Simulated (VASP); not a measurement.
# Cu in VASP: further runs, part 2 of 3

VASP 6.6.1. Earlier steps stand in the parts before.

## (3) Single point, r2SCAN

Input file POSCAR:

```
Cu
1.0
    2.5561910000      0.0000000000      0.0000000000
    1.2780955000      2.2137263429      0.0000000000
    0.0000000000      0.0000000000     16.1742424234
Cu
3
Direct
    0.0000000000      0.0000000000      0.3709601874
    0.6666666667      0.6666666667      0.5000000000
    0.3333333333      0.3333333333      0.6290398126
```

Input file INCAR.step1:

```
ALGO = Normal
DIPOL = 0.5 0.5 0.500
EDIFF = 1E-4
EFIELD = 0.05
ENCUT = 520
GGA = PE
IDIPOL = 3
ISMEAR = -1
LASPH = True
LCHARG = False
LDIPOL = True
LREAL = False
LWAVE = True
NBANDS = 24
NELM = 100
PREC = Accurate
SIGMA = 0.02
```

Input file INCAR.step2:

```
ALGO = Normal
DIPOL = 0.5 0.5 0.500
EDIFF = 1E-6
EFIELD = 0.05
ENCUT = 520
IDIPOL = 3
ISIF = 2
ISMEAR = -1
ISTART = 1
LASPH = True
LCHARG = False
LDIPOL = True
LMIXTAU = True
LREAL = False
LWAVE = False
METAGGA = R2SCAN
NBANDS = 24
NELM = 100
PREC = Accurate
SIGMA = 0.02
```

Input file KPOINTS:

```
k-points
0
Gamma
  9 9 1
```

Potentials or basis: VASP PAW PBE potentials, release 64 (Cu).

The run is started by

```bash
$ cat potpaw_PBE.64/Cu/POTCAR > POTCAR
$ cp INCAR.step1 INCAR
$ mpirun -np 1 vasp_std > vasp.out
$ cp INCAR.step2 INCAR
$ mpirun -np 1 vasp_std > vasp.out
```

OUTCAR:

```text
EDIFF = 1E-6
   ENCUT = 520
   ISIF = 2
   ISMEAR = -1
   ISTART = 1
   LASPH = True
   LREAL = False
   METAGGA = R2SCAN
   NELM = 100
   PREC = Accurate

 ion  position               nearest neighbor table
   1  0.000  0.000  0.371-   2 2.56   2 2.56   2 2.56
   2  0.667  0.667  0.500-   3 2.56   3 2.56   1 2.56   1 2.56   1 2.56   3 2.56
   3  0.333  0.333  0.629-   2 2.56   2 2.56   2 2.56

  LATTYP: Found a hexagonal cell.
 ALAT       =     2.5561910000
 C/A-ratio  =     6.3274780420

  Lattice vectors:

 A1 = (  -1.2780955000,  -2.2137263429,   0.0000000000)
 A2 = (   2.5561910000,   0.0000000000,   0.0000000000)
 A3 = (   0.0000000000,   0.0000000000,  16.1742424234)

Analysis of symmetry for initial positions (statically):
=====================================================================
 Subroutine PRICEL returns:
 Original cell was already a primitive cell.

 Routine SETGRP: Setting up the symmetry group for a
 hexagonal supercell.

 Subroutine GETGRP returns: Found 12 space group operations
 (whereof  6 operations were pure point group operations)
[... 159 lines left out ...]
 cond. band min:      -0.0350064472   @ k =   0.4444   0.1111   0.0000
 fundamental gap:      0.0227604532
 Fermi energy:        -0.0468856452

 k-point     1 :       0.0000    0.0000    0.0000
  band No.  band energies     occupation
      1      -8.9829      2.00000
      2      -6.9671      2.00000
      3      -5.4206      2.00000
      4      -3.2069      2.00000
      5      -3.1598      2.00000
      6      -3.1596      2.00000
[... 313 lines left out ...]
     23       8.5286      0.00000
     24       9.6595      0.00000

------------------------ aborting loop because EDIFF is reached ----------------------------------------

 vacuum level on the upper side and lower side of the slab       (xc-potential included)        -0.257         0.167

  FORCE on cell =-STRESS in cart. coord.  units (eV):
  Direction    XX          YY          ZZ          XY          YZ          ZX
  --------------------------------------------------------------------------------------
  -------------------------------------------------------------------------------------
  Total       -2.3508903     -2.3508903     -0.8659377      0.0000000      0.0000000      0.0000000
  in kB      -41.1530248    -41.1530248    -15.1584929      0.0000000      0.0000000      0.0000000
  external PRESSURE =     -32.4881808 kB  Pullay stress =       0.0000000 kB

 VOLUME and BASIS-vectors are now :
 -----------------------------------------------------------------------------
  energy-cutoff  :      520.00
  volume of cell :       91.53
      direct lattice vectors                 reciprocal lattice vectors
     2.556191000  0.000000000  0.000000000     0.391207073 -0.225863509  0.000000000
     1.278095500  2.213726343  0.000000000     0.000000000  0.451727018  0.000000000
     0.000000000  0.000000000 16.174242423     0.000000000  0.000000000  0.061826698

 POSITION                                       TOTAL-FORCE (eV/Angst)
 -----------------------------------------------------------------------------------
      0.00000      0.00000      6.00000        -0.000000      0.000000      0.209344
      2.55619      1.47582      8.08712        -0.000000      0.000000     -0.002188
      1.27810      0.73791     10.17424         0.000000     -0.000000     -0.207155
 -----------------------------------------------------------------------------------
    total drift:                                0.000000      0.000000      0.002482

  FREE ENERGIE OF THE ION-ELECTRON SYSTEM (eV)
  ---------------------------------------------------
  free  energy   TOTEN  =       -31.3485584019 eV

  energy  without entropy=      -31.3410658914  energy(sigma->0) =      -31.34481215

 vacuum level on the upper side and lower side of the slab         4.627         5.031
```

OUTCAR.step1:

```text
EDIFF = 1E-4
   ENCUT = 520
   GGA = PE
   ISMEAR = -1
   LASPH = True
   LREAL = False
   NELM = 100
   PREC = Accurate

[... 538 lines left out ...]
      2.55619      1.47582      8.08712         0.000000      0.000000      0.001968
      1.27810      0.73791     10.17424        -0.000000      0.000000      0.038008
 -----------------------------------------------------------------------------------
    total drift:                               -0.000000     -0.000000      0.001340

  FREE ENERGIE OF THE ION-ELECTRON SYSTEM (eV)
  ---------------------------------------------------
  free  energy   TOTEN  =       -10.2520696919 eV

  energy  without entropy=      -10.2449221651  energy(sigma->0) =      -10.24849593

 vacuum level on the upper side and lower side of the slab         3.798         4.237
```

OSZICAR.step1:

```text
N       E                     dE             d eps       ncg     rms          rms(c)
DAV:   1     0.250222582932E+03    0.25022E+03   -0.14506E+04   576   0.174E+03
DAV:   2     0.364247881268E+01   -0.24658E+03   -0.23276E+03   576   0.322E+02
DAV:   3    -0.122508001956E+02   -0.15893E+02   -0.15220E+02   704   0.128E+02
DAV:   4    -0.125967289407E+02   -0.34593E+00   -0.34575E+00   624   0.219E+01
DAV:   5    -0.126051615454E+02   -0.84326E-02   -0.84322E-02   712   0.280E+00    0.128E+01
DAV:   6    -0.116483483999E+02    0.95681E+00   -0.24612E+01   728   0.121E+02    0.746E+00
DAV:   7    -0.102698502317E+02    0.13785E+01   -0.57148E+00   760   0.789E+01    0.175E+00
DAV:   8    -0.102796837005E+02   -0.98335E-02   -0.13934E+00   808   0.424E+01    0.112E+00
DAV:   9    -0.102667742077E+02    0.12909E-01   -0.35554E-01   808   0.233E+01    0.968E-01
DAV:  10    -0.102584706496E+02    0.83036E-02   -0.57644E-02   920   0.849E+00    0.624E-01
DAV:  11    -0.102526465802E+02    0.58241E-02   -0.32136E-02   704   0.562E+00    0.120E-01
DAV:  12    -0.102523187739E+02    0.32781E-03   -0.60744E-03   832   0.258E+00    0.400E-02
DAV:  13    -0.102521519860E+02    0.16679E-03   -0.58669E-04   592   0.897E-01    0.195E-02
DAV:  14    -0.102520696919E+02    0.82294E-04   -0.17346E-04   504   0.261E-01
   1 F= -.10252070E+02 E0= -.10248496E+02  d E =-.714753E-02
```

It took 3.3 min on 1 thread of Intel Xeon Platinum 8259CL at 2.50GHz (Skylake/Cascade Lake), shared host; peak memory 0.22 GiB.

Results:

| Property | Result |
| --- | --- |
| Free energy | -31.3486 eV |
| Largest force | 0.209 eV/Å |
| Band gap on the k mesh | zero (an odd number of electrons rules out a gap without spin polarisation) |

Forces on the atoms (eV/Å):
```
Cu   0.000  0.000  0.209
Cu   0.000  0.000 -0.002
Cu   0.000  0.000 -0.207
```

Caveat: the PAW data sets were made with another functional, which shifts forces and pressure a little.

[end of part 2 of 3]
